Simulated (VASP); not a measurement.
# MoS2 in VASP: further runs

The runs below take MoS2 through single point, with PBE.

All numbers are computed with VASP 6.6.1; they aren't measurements. Logs are shortened: lines on timing, memory, paths and dates and some standing lists are left out, and cuts for length are marked.

### Step 1. The cell of the first run

Symmetry: R3m, No. 160, trigonal system. The conventional cell has a = 3.004 Å, b = 3.004 Å, c = 17.461 Å, α = 90.00°, β = 90.00°, γ = 120.00°. Within 3.0 Å of Mo (site symmetry 3m) lie 6 S at 2.24 to 2.34 Å. Within 3.1 Å of S (site symmetry 3m) lie 3 Mo at 2.34 Å and 7 S at 2.99 to 3.00 Å. S (site symmetry 3m) has 3 Mo at 2.24 Å and 1 S at 2.99 Å within 3.0 Å.

### Step 2. Single point, PBE

INCAR reads:

```
PREC     = Accurate       # precision mode
ENCUT    = 500            # plane-wave cutoff, eV
EDIFF    = 1E-6           # SCF threshold, eV
ISMEAR   = 0              # smearing method
SIGMA    = 0.01           # smearing width, eV
LREAL    = F              # projectors in reciprocal space
LASPH    = T              # aspherical terms in the spheres
NELM     = 120            # most SCF steps
ALGO     = Normal         # electronic algorithm
ISIF     = 2              # what is computed and relaxed
LWAVE    = F              # write WAVECAR
LCHARG   = F              # write CHGCAR
GGA      = PE             # functional
NBANDS   = 20             # bands
GGA_COMPAT= F
```

KPOINTS reads:

```
regular mesh
0
Gamma
  2 2 2
```

POSCAR reads:

```
MoS2
1.0
    1.5018290000      0.8670820000      5.8203810000
   -1.5018290000      0.8670820000      5.8203810000
    0.0000000000     -1.7341630000      5.8203810000
Mo S
1 2
Direct
    0.0044212452      0.0044212452      0.0044212452
    0.2477000000      0.2477000000      0.2477000000
    0.4190000000      0.4190000000      0.4190000000
```

Potentials or basis: VASP PAW PBE potentials, release 64 (Mo_sv, S).

Command:

```console
$ cat potpaw_PBE.64/Mo_sv/POTCAR potpaw_PBE.64/S/POTCAR > POTCAR
$ mpirun -np 1 vasp_std > vasp.out
```

OUTCAR:

```text
PREC = Accurate
   ENCUT = 500
   EDIFF = 1E-6
   ISMEAR = 0
   LREAL = F
   LASPH = T
   NELM = 120
   ISIF = 2
   GGA = PE

 ion  position               nearest neighbor table
   1  0.004  0.004  0.004-   3 2.24   3 2.24   3 2.24   2 2.34   2 2.34   2 2.34
   2  0.248  0.248  0.248-   1 2.34   1 2.34   1 2.34
   3  0.419  0.419  0.419-   1 2.24   1 2.24   1 2.24

  LATTYP: Found a trigonal (rhomboedric) cell.
 ALAT       =     6.0732327903
 COS(alpha) =     0.8776986276

  Lattice vectors:

 A1 = (   1.5018290000,   0.8670820000,   5.8203810000)
 A2 = (  -1.5018290000,   0.8670820000,   5.8203810000)
 A3 = (   0.0000000000,  -1.7341630000,   5.8203810000)

Analysis of symmetry for initial positions (statically):
=====================================================================
 Subroutine PRICEL returns:
 Original cell was already a primitive cell.

 Routine SETGRP: Setting up the symmetry group for a
 trigonal (rhombohedral) supercell.

 Subroutine GETGRP returns: Found  6 space group operations
 (whereof  6 operations were pure point group operations)
 out of a pool of 12 trial point group operations.

The static configuration has the point symmetry C_3v.

Analysis of symmetry for dynamics (positions and initial velocities):
=====================================================================
 Subroutine PRICEL returns:
 Original cell was already a primitive cell.

 Routine SETGRP: Setting up the symmetry group for a
 trigonal (rhombohedral) supercell.

 Subroutine GETGRP returns: Found  6 space group operations
 (whereof  6 operations were pure point group operations)
 out of a pool of 12 trial point group operations.

The dynamic configuration has the point symmetry C_3v.

 Subroutine INISYM returns: Found  6 space group operations
 (whereof  6 operations are pure point group operations),
 and found     1 'primitive' translations

----------------------------------------------------------------------------------------

                                     Primitive cell

  volume of cell :      45.4761

  direct lattice vectors                    reciprocal lattice vectors
     1.501829000  0.867082000  5.820381000     0.332927384  0.192215651  0.057270008
    -1.501829000  0.867082000  5.820381000    -0.332927384  0.192215651  0.057270008
     0.000000000 -1.734163000  5.820381000     0.000000000 -0.384431301  0.057270042

  length of vectors
     6.073232790  6.073232790  6.073232771     0.388673839  0.388673839  0.388673749

  position of ions in fractional coordinates (direct lattice)
     0.004421245  0.004421245  0.004421245
     0.247700000  0.247700000  0.247700000
     0.419000000  0.419000000  0.419000000

  ion indices of the primitive-cell ions
   primitive index   ion index
                 1           1
                 2           2
                 3           3

----------------------------------------------------------------------------------------

 KPOINTS: regular mesh

Automatic generation of k-mesh.
 Grid dimensions read from file:
 generate k-points for:    2    2    2

 Generating k-lattice:

  Cartesian coordinates                     Fractional coordinates (reciprocal lattice)
     0.166463692  0.096107825  0.028635004     0.500000000  0.000000000 -0.000000000
    -0.166463692  0.096107825  0.028635004     0.000000000  0.500000000 -0.000000000
     0.000000000 -0.192215651  0.028635021    -0.000000000 -0.000000000  0.500000000

  Length of vectors
     0.194336920  0.194336920  0.194336874

  Shift w.r.t. Gamma in fractional coordinates (k-lattice)
     0.000000000  0.000000000  0.000000000

 Subroutine IBZKPT returns following result:
 ===========================================

 Found      4 irreducible k-points:

 Following reciprocal coordinates:
            Coordinates               Weight
  0.000000  0.000000  0.000000      1.000000
  0.500000  0.000000  0.000000      3.000000
  0.500000  0.500000  0.000000      3.000000
  0.500000  0.500000  0.500000      1.000000
   k-points           NKPTS =      4   k-points in BZ     NKDIM =      4   number of bands    NBANDS=     20
   number of dos      NEDOS =    301   number of ions     NIONS =      3
   total plane-waves  NPLWV = 110592
   dimension x,y,z NGX =    48 NGY =   48 NGZ =   48
   dimension x,y,z NGXF=    96 NGYF=   96 NGZF=   96
   ions per type =               1   2
   NGX,Y,Z   is equivalent  to a cutoff of  13.14, 13.14, 13.14 a.u.
   NGXF,Y,Z  is equivalent  to a cutoff of  26.28, 26.28, 26.28 a.u.
 SYSTEM =  unknown system
   PREC   = accura    normal or accurate (medium, high low for compatibility)
   ISTART =      0    job   : 0-new  1-cont  2-samecut
   ICHARG =      2    charge: 1-file 2-atom 10-const
   ISPIN  =      1    spin polarized calculation?
   LNONCOLLINEAR =      F non collinear calculations
   LSORBIT =      F    spin-orbit coupling
   LASPH  =      T    aspherical Exc in radial PAW
   ENCUT  =  500.0 eV  36.75 Ry    6.06 a.u.  11.07 11.07 11.07*2*pi/ulx,y,z
   NELM   =    120;   NELMIN=  2; NELMDL= -5     # of ELM steps
   EDIFF  = 0.1E-05   stopping-criterion for ELM
   LREAL  =      F    real-space projection
   EDIFFG = 0.1E-04   stopping-criterion for IOM
   NSW    =      0    number of steps for IOM
   IBRION =     -1    ionic relax: 0-MD 1-quasi-New 2-CG
   NFREE  =      0    steps in history (QN), initial steepest desc. (CG)
   ISIF   =      2    stress and relaxation
   ISYM   =      2    0-nonsym 1-usesym 2-fastsym
   POTIM  = 0.5000    time-step for ionic-motion
   TEBEG  =    0.0;   TEEND  =   0.0 temperature during run
   PSTRESS=    0.0 pullay stress
   NELECT =      26.0000    total number of electrons
   NUPDOWN=      -1.0000    fix difference up-down
   EMIN   =  10.00;   EMAX   =-10.00  energy-range for DOS
   EFERMI =   0.00;   METHOD = LEGACY
   ISMEAR =     0;   SIGMA  =   0.01  broadening in eV -4-tet -1-fermi 0-gaus
   EFERMI_NEDOS =   21; number of points for ismear=-14 and -15
   IALGO  =     38    algorithm
   IMIX   =      4    mixing-type and parameters
     AMIX     =   0.40;   BMIX     =  1.00
     AMIX_MAG =   1.60;   BMIX_MAG =  1.00
  volume/ion in A,a.u.               =      15.16       102.30
  Fermi-wavevector in a.u.,A,eV,Ry     =   1.358746  2.567657 25.118944  1.846190
  Thomas-Fermi vector in A             =   2.485553
   LORBIT       =      0    0 simple, 1 ext, 2 COOP (PROOUT), +10 PAW based schemes
   GGA     = PE    functional components
   LHFCALC =     F    Hartree Fock is set to
   AEXX    =    0.0000 exact exchange contribution
   IVDW    =     0    specifies the selected vdW correction
   LEPSILON=     F    determine dielectric tensor
   LRPA    =     F    only Hartree local field effects (RPA)
 non-spin polarized calculation
 Gauss-broadening in eV      SIGMA  =   0.01
  energy-cutoff  :      500.00
  volume of cell :       45.48
 maximum number of plane-waves:      1180
 NGX is ok and might be reduce to    48
   NGX = 23   NGY = 23   NGZ = 23

 number of electron      26.0000001 magnetization

 Free energy of the ion-electron system (eV)
  ---------------------------------------------------
  ext. energy  EPLUGINS =         0.00000000
  ---------------------------------------------------
  free energy    TOTEN  =       -19.82877575 eV

  energy without entropy =      -19.82877575  energy(sigma->0) =      -19.82877575

 E-fermi :  10.3183     XC(G=0): -11.6614

 val. band max:       10.1141848372   @ k =   0.5000   0.5000   0.5000
 cond. band min:      11.6117029016   @ k =   0.5000   0.5000   0.0000
 fundamental gap:      1.4975180644
 Fermi energy:        10.3182638634

 k-point     1 :       0.0000    0.0000    0.0000
  band No.  band energies     occupation
      1     -51.6983      2.00000
      2     -25.8406      2.00000
      3     -25.6872      2.00000
      4     -25.6872      2.00000
      5      -6.2316      2.00000
      6      -3.9723      2.00000
[... 12 lines left out ...]
     19      18.5441      0.00000
     20      19.4268      0.00000

 k-point     2 :       0.5000    0.0000    0.0000
  band No.  band energies     occupation
      1     -51.6130      2.00000
      2     -26.3961      2.00000
      3     -25.8478      2.00000
      4     -25.6822      2.00000
      5      -3.6671      2.00000
      6      -3.3732      2.00000
[... 12 lines left out ...]
     19      16.8136      0.00000
     20      17.5831      0.00000

 k-point     3 :       0.5000    0.5000    0.0000
  band No.  band energies     occupation
      1     -51.6130      2.00000
      2     -26.3961      2.00000
      3     -25.8478      2.00000
      4     -25.6823      2.00000
      5      -3.6974      2.00000
      6      -3.3503      2.00000
[... 12 lines left out ...]
     19      17.3334      0.00000
     20      18.2844      0.00000

 k-point     4 :       0.5000    0.5000    0.5000
  band No.  band energies     occupation
      1     -51.6983      2.00000
      2     -25.8409      2.00000
      3     -25.6872      2.00000
      4     -25.6872      2.00000
      5      -5.8363      2.00000
      6      -4.6808      2.00000
[... 12 lines left out ...]
     19      18.9943      0.00000
     20      20.0871      0.00000

------------------------ aborting loop because EDIFF is reached ----------------------------------------

  FORCE on cell =-STRESS in cart. coord.  units (eV):
  Direction    XX          YY          ZZ          XY          YZ          ZX
  --------------------------------------------------------------------------------------
  -------------------------------------------------------------------------------------
  Total       10.2264470     10.2264538     13.6086513      0.0000000      0.0000008      0.0000000
  in kB      360.2899937    360.2902340    479.4491064      0.0000000      0.0000275      0.0000000
  external PRESSURE =     400.0097780 kB  Pullay stress =       0.0000000 kB

 VOLUME and BASIS-vectors are now :
 -----------------------------------------------------------------------------
  energy-cutoff  :      500.00
  volume of cell :       45.48
      direct lattice vectors                 reciprocal lattice vectors
     1.501829000  0.867082000  5.820381000     0.332927384  0.192215651  0.057270008
    -1.501829000  0.867082000  5.820381000    -0.332927384  0.192215651  0.057270008
     0.000000000 -1.734163000  5.820381000     0.000000000 -0.384431301  0.057270042

 POSITION                                       TOTAL-FORCE (eV/Angst)
 -----------------------------------------------------------------------------------
      0.00000      0.00000      0.07720         0.000000     -0.000000     -4.021365
      0.00000      0.00000      4.32513         0.000000     -0.000000     -1.309208
      0.00000      0.00000      7.31622         0.000000      0.000000      5.330573
 -----------------------------------------------------------------------------------
    total drift:                               -0.000000      0.000010     -0.000152

  FREE ENERGIE OF THE ION-ELECTRON SYSTEM (eV)
  ---------------------------------------------------
  free  energy   TOTEN  =       -19.8287757508 eV

  energy  without entropy=      -19.8287757508  energy(sigma->0) =      -19.82877575
```

Run time: 33 s. Hardware: 1 thread of AMD EPYC 7R13, shared host; peak memory 0.27 GiB.

Results:

* Free energy: -19.8288 eV
* Pressure: 40.0 GPa
* Largest force: 5.331 eV/Å
* Band gap on the k mesh: 1.50 eV, indirect (least direct gap 2.00 eV)

Forces in eV/Å, atoms in the order of the input:
```
Mo   0.000  0.000 -4.021
S    0.000  0.000 -1.309
S    0.000  0.000  5.331
```

Stress tensor (GPa, compression positive):
```
36.03  0.00  0.00
 0.00 36.03  0.00
 0.00  0.00 47.94
```

Levels at points of the mesh, in eV from the valence-band top:
| k point | band 10 | band 11 | band 12 | band 13 | band 14 | band 15 | band 16 | band 17 |
| --- | --- | --- | --- | --- | --- | --- | --- | --- |
| (0.00, 0.00, 0.00) | -2.70 | -2.70 | -2.20 | -1.08 | 2.01 | 2.01 | 2.80 | 2.80 |
| (0.50, 0.00, 0.00) | -4.85 | -2.85 | -1.96 | -1.79 | 1.57 | 2.02 | 3.67 | 3.73 |
| (0.50, 0.50, 0.00) | -4.75 | -3.57 | -2.07 | -1.79 | 1.50 | 2.40 | 2.85 | 4.44 |
| (0.50, 0.50, 0.50) | -4.38 | -2.66 | -2.66 | 0.00 | 2.00 | 2.00 | 2.74 | 2.74 |

Caveat: the k points lie up to 1.22 Å⁻¹ apart; forces of over 1 eV/Å act on the atoms, so gaps and moduli don't describe the material at rest. A hybrid or GW would open this gap; PBE tends to underestimate it.

(Continued in part 2 of 2.)
